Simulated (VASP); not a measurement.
# Sn3Bi (Fm-3m) in VASP: vibrations by perturbation theory with LDA

Aim: the vibrations by perturbation theory of Sn3Bi with LDA.

All numbers are computed with VASP 6.6.1; they aren't measurements. Logs are shortened: lines on timing, memory, paths and dates and some standing lists are left out, and cuts for length are marked.

### Step 1. The cell of the first run

The structure is cubic, space group Fm-3m (No. 225). Conventional cell: a = 7.698 Å, b = 7.698 Å, c = 7.698 Å, α = 90.00°, β = 90.00°, γ = 90.00°. Sn (site symmetry m-3m) has 8 Sn at 3.33 Å and 6 Bi at 3.85 Å within 4.4 Å. Sn (site symmetry -43m) has 10 Sn at 3.33 to 3.85 Å and 4 Bi at 3.33 Å within 4.4 Å. Bi (site symmetry m-3m) has 14 Sn at 3.33 to 3.85 Å within 4.4 Å.

### Step 2. Vibrations by perturbation theory, LDA

INCAR

```
SYSTEM = Sn3Bi
ALGO = Normal
EDIFF = 1E-8
ENCUT = 520
IBRION = 8
ISIF = 2
ISMEAR = -1
LASPH = .True.
LCHARG = .False.
LREAL = .False.
LWAVE = .False.
NBANDS = 36
NELM = 60
NSW = 1
PREC = Accurate
SIGMA = 0.1
```

KPOINTS

```
k-points
0
Gamma
  6 6 6
  0 0 0
```

POSCAR

```
Sn3Bi
1.0
    0.0000000000      3.8490170000      3.8490170000
    3.8490170000      0.0000000000      3.8490170000
    3.8490170000      3.8490170000      0.0000000000
Sn Bi
3 1
Direct
    0.0000000000      0.0000000000      0.0000000000
    0.2500000000      0.2500000000      0.2500000000
    0.7500000000      0.7500000000      0.7500000000
    0.5000000000      0.5000000000      0.5000000000
```

Potentials or basis: VASP PAW LDA potentials, release 64 (Sn_d, Bi_d).

The run is started by

```
cat potpaw_LDA.64/Sn_d/POTCAR potpaw_LDA.64/Bi_d/POTCAR > POTCAR
mpirun -np 1 vasp_std > vasp.out
```

OUTCAR:

```text
SYSTEM = Sn3Bi
   EDIFF = 1E-8
   ENCUT = 520
   IBRION = 8
   ISIF = 2
   ISMEAR = -1
   LASPH = .True.
   LREAL = .False.
   NELM = 60
   NSW = 1
   PREC = Accurate

 ion  position               nearest neighbor table
   1  0.000  0.000  0.000-   3 3.33   3 3.33   3 3.33   2 3.33   3 3.33   2 3.33   2 3.33   2 3.33

   2  0.250  0.250  0.250-   1 3.33   1 3.33   1 3.33   1 3.33   4 3.33   4 3.33   4 3.33   4 3.33

   3  0.750  0.750  0.750-   4 3.33   4 3.33   4 3.33   1 3.33   4 3.33   1 3.33   1 3.33   1 3.33

   4  0.500  0.500  0.500-   2 3.33   2 3.33   2 3.33   2 3.33   3 3.33   3 3.33   3 3.33   3 3.33

  LATTYP: Found a face centered cubic cell.
 ALAT       =     7.6980340000

  Lattice vectors:

 A1 = (   0.0000000000,   3.8490170000,   3.8490170000)
 A2 = (   3.8490170000,   0.0000000000,   3.8490170000)
 A3 = (   3.8490170000,   3.8490170000,   0.0000000000)

Analysis of symmetry for initial positions (statically):
=====================================================================
 Subroutine PRICEL returns:
 Original cell was already a primitive cell.

 Routine SETGRP: Setting up the symmetry group for a
 face centered cubic supercell.

 Subroutine GETGRP returns: Found 48 space group operations
 (whereof 48 operations were pure point group operations)
 out of a pool of 48 trial point group operations.

The static configuration has the point symmetry O_h .

Analysis of symmetry for dynamics (positions and initial velocities):
=====================================================================
 Subroutine PRICEL returns:
 Original cell was already a primitive cell.

 Routine SETGRP: Setting up the symmetry group for a
 face centered cubic supercell.

 Subroutine GETGRP returns: Found 48 space group operations
 (whereof 48 operations were pure point group operations)
 out of a pool of 48 trial point group operations.

The dynamic configuration has the point symmetry O_h .

 Subroutine INISYM returns: Found 48 space group operations
 (whereof 48 operations are pure point group operations),
 and found     1 'primitive' translations

----------------------------------------------------------------------------------------

                                     Primitive cell

  volume of cell :     114.0458

  direct lattice vectors                    reciprocal lattice vectors
     0.000000000  3.849017000  3.849017000    -0.129903297  0.129903297  0.129903297
     3.849017000  0.000000000  3.849017000     0.129903297 -0.129903297  0.129903297
     3.849017000  3.849017000  0.000000000     0.129903297  0.129903297 -0.129903297

  length of vectors
     5.443332043  5.443332043  5.443332043     0.224999111  0.224999111  0.224999111

  position of ions in fractional coordinates (direct lattice)
     0.000000000  0.000000000  0.000000000
     0.250000000  0.250000000  0.250000000
     0.750000000  0.750000000  0.750000000
     0.500000000  0.500000000  0.500000000

  ion indices of the primitive-cell ions
   primitive index   ion index
                 1           1
                 2           2
                 3           3
                 4           4

----------------------------------------------------------------------------------------

[... 103 lines left out ...]
  ext. energy  EPLUGINS =         0.00000000
  ---------------------------------------------------
  free energy    TOTEN  =       -17.82674414 eV

  energy without entropy =      -17.78231404  energy(sigma->0) =      -17.80452909

 E-fermi :   7.8200     XC(G=0): -10.5268

 val. band max:        7.7342993328   @ k =   0.5000   0.0000   0.0000
 cond. band min:       7.8369623042   @ k =   0.1667   0.0000   0.0000
 fundamental gap:      0.1026629714
 Fermi energy:         7.8199928056

 k-point     1 :       0.0000    0.0000    0.0000
  band No.  band energies     occupation
      1     -15.2481      2.00000
      2     -15.2481      2.00000
      3     -15.2481      2.00000
      4     -15.2353      2.00000
      5     -15.2353      2.00000
      6     -13.7950      2.00000
[... 613 lines left out ...]
     35      11.8484      0.00000
     36      11.9893      0.00000

------------------------ aborting loop because EDIFF is reached ----------------------------------------

  FORCE on cell =-STRESS in cart. coord.  units (eV):
  Direction    XX          YY          ZZ          XY          YZ          ZX
  --------------------------------------------------------------------------------------
  -------------------------------------------------------------------------------------
  Total       -2.7293558     -2.7293558     -2.7293558      0.0000000     -0.0000000      0.0000000
  in kB      -38.3434559    -38.3434559    -38.3434559      0.0000000     -0.0000000      0.0000000
  external PRESSURE =     -38.3434559 kB  Pullay stress =       0.0000000 kB

 VOLUME and BASIS-vectors are now :
 -----------------------------------------------------------------------------
  energy-cutoff  :      520.00
  volume of cell :      114.05
      direct lattice vectors                 reciprocal lattice vectors
     0.000000000  3.849017000  3.849017000    -0.129903297  0.129903297  0.129903297
     3.849017000  0.000000000  3.849017000     0.129903297 -0.129903297  0.129903297
     3.849017000  3.849017000  0.000000000     0.129903297  0.129903297 -0.129903297

 POSITION                                       TOTAL-FORCE (eV/Angst)
 -----------------------------------------------------------------------------------
      0.00000      0.00000      0.00000         0.000000      0.000000      0.000000
      1.92451      1.92451      1.92451        -0.000000     -0.000000     -0.000000
      5.77353      5.77353      5.77353         0.000000      0.000000      0.000000
      3.84902      3.84902      3.84902         0.000000      0.000000      0.000000
 -----------------------------------------------------------------------------------
    total drift:                               -0.000000      0.000000      0.000000

  FREE ENERGIE OF THE ION-ELECTRON SYSTEM (eV)
  ---------------------------------------------------
  free  energy   TOTEN  =       -17.8267441360 eV

  energy  without entropy=      -17.7823140388  energy(sigma->0) =      -17.80452909

[... ionic steps 2 to 12 ...]

--------------------------------------- Ionic step       13  -------------------------------------------

 Free energy of the ion-electron system (eV)
  ---------------------------------------------------
  ---------------------------------------------------
  free energy    TOTEN  =        -0.34455781 eV

  energy without entropy =       -0.34455781

------------------------ aborting loop because EDIFF is reached ----------------------------------------

 INTERNAL STRAIN TENSOR  FOR ION    4  DIRECTION 1   (eV/Angst):
 -----------------------------------------------------------------------------
     0.00923 -0.00000  0.00000
    -0.00000 -0.00343  0.00000
     0.00000  0.00000 -0.00343

 INTERNAL STRAIN TENSOR FOR ION    4 for displacements in x,y,z  (eV/Angst):
          X           Y           Z          XY          YZ          ZX
  --------------------------------------------------------------------------------
  x     0.00000     0.00000     0.00000     0.00000     0.00000     0.00000
  y     0.00000     0.00000     0.00000     0.00000     0.00000     0.00000
  z     0.00000     0.00000     0.00000     0.00000     0.00000     0.00000

 SECOND DERIVATIVES (NOT SYMMETRIZED)
 ------------------------------------
               1X          1Y          1Z          2X          2Y          2Z          3X          3Y          3Z          4X          4Y          4Z
  1X    -1.949814    0.000000    0.000000    0.213130    0.000000    0.000000    0.213130    0.000000    0.000000    1.523555    0.000000    0.000000
  1Y     0.000000   -1.949814    0.000000    0.000000    0.213130    0.000000    0.000000    0.213130    0.000000    0.000000    1.523555    0.000000
  1Z     0.000000    0.000000   -1.949814    0.000000    0.000000    0.213130    0.000000    0.000000    0.213130    0.000000    0.000000    1.523555
  2X     0.214845    0.000000    0.000000   -2.257917    0.000000    0.000000    1.295255    0.000000    0.000000    0.747816    0.000000    0.000000
  2Y     0.000000    0.214845   -0.000000    0.000000   -2.257917    0.000000    0.000000    1.295255    0.000000    0.000000    0.747816    0.000000
  2Z     0.000000   -0.000000    0.214845    0.000000    0.000000   -2.257917    0.000000    0.000000    1.295255    0.000000    0.000000    0.747816
  3X     0.214845    0.000000    0.000000    1.295255    0.000000    0.000000   -2.257917    0.000000    0.000000    0.747816    0.000000    0.000000
  3Y     0.000000    0.214845   -0.000000    0.000000    1.295255    0.000000    0.000000   -2.257917    0.000000    0.000000    0.747816    0.000000
  3Z     0.000000   -0.000000    0.214845    0.000000    0.000000    1.295255    0.000000    0.000000   -2.257917    0.000000    0.000000    0.747816
  4X     1.527795    0.000000    0.000000    0.754581    0.000000    0.000000    0.754581    0.000000    0.000000   -3.036956    0.000000    0.000000
  4Y     0.000000    1.527795    0.000000    0.000000    0.754581    0.000000    0.000000    0.754581    0.000000    0.000000   -3.036956    0.000000
  4Z     0.000000    0.000000    1.527795    0.000000    0.000000    0.754581    0.000000    0.000000    0.754581    0.000000    0.000000   -3.036956

 Eigenvectors and eigenvalues of the dynamical matrix
 ----------------------------------------------------

   1 f  =    2.704676 THz    16.993979 2PiTHz   90.218274 cm-1    11.185635 meV
             X         Y         Z           dx          dy          dz
      0.000000  0.000000  0.000000     0.000000    0.000000   -0.000000
      1.924508  1.924508  1.924508    -0.666832    0.233472   -0.028742
      5.773525  5.773525  5.773525     0.666832   -0.233472    0.028742
      3.849017  3.849017  3.849017    -0.000000   -0.000000   -0.000000
[... 71 lines left out ...]
  12 f/i=    0.003378 THz     0.021228 2PiTHz    0.112695 cm-1     0.013972 meV
             X         Y         Z           dx          dy          dz
      0.000000  0.000000  0.000000    -0.319154   -0.309017    0.114162
      1.924508  1.924508  1.924508    -0.319326   -0.309183    0.114223
      5.773525  5.773525  5.773525    -0.319326   -0.309183    0.114223
      3.849017  3.849017  3.849017    -0.422329   -0.408915    0.151068

--------------------------------------------------------------------------------------------------------

 ELASTIC MODULI CONTR FROM IONIC RELAXATION (kBar)
 Direction    XX          YY          ZZ          XY          YZ          ZX
 --------------------------------------------------------------------------------
 XX          -0.0000     -0.0000     -0.0000      0.0000     -0.0000      0.0000
 YY          -0.0000     -0.0000     -0.0000      0.0000      0.0000      0.0000
 ZZ          -0.0000     -0.0000     -0.0000      0.0000      0.0000      0.0000
 XY           0.0000      0.0000      0.0000     -8.3727     -0.0000      0.0000
 YZ          -0.0000      0.0000      0.0000     -0.0000     -8.3727      0.0000
 ZX           0.0000      0.0000      0.0000      0.0000      0.0000     -8.3727
 --------------------------------------------------------------------------------
```

Wall time 12 min (1 thread of Intel Xeon Platinum 8259CL at 2.50GHz (Skylake/Cascade Lake), shared host); peak memory 0.52 GiB.

Results:

```yaml
Highest_phonon_frequency_at_Γ: 90 cm⁻¹
```

Phonon frequencies in cm⁻¹ (negative: imaginary):
```tsv
q point	frequencies
(0.000, 0.000, 0.000)	0 0 0 60 60 60 84 84 84 90 90 90
```

Caveat: the cell stands under pressure or tension, which shifts response properties; spin-orbit coupling is left out, which moves the levels of the heavy elements.
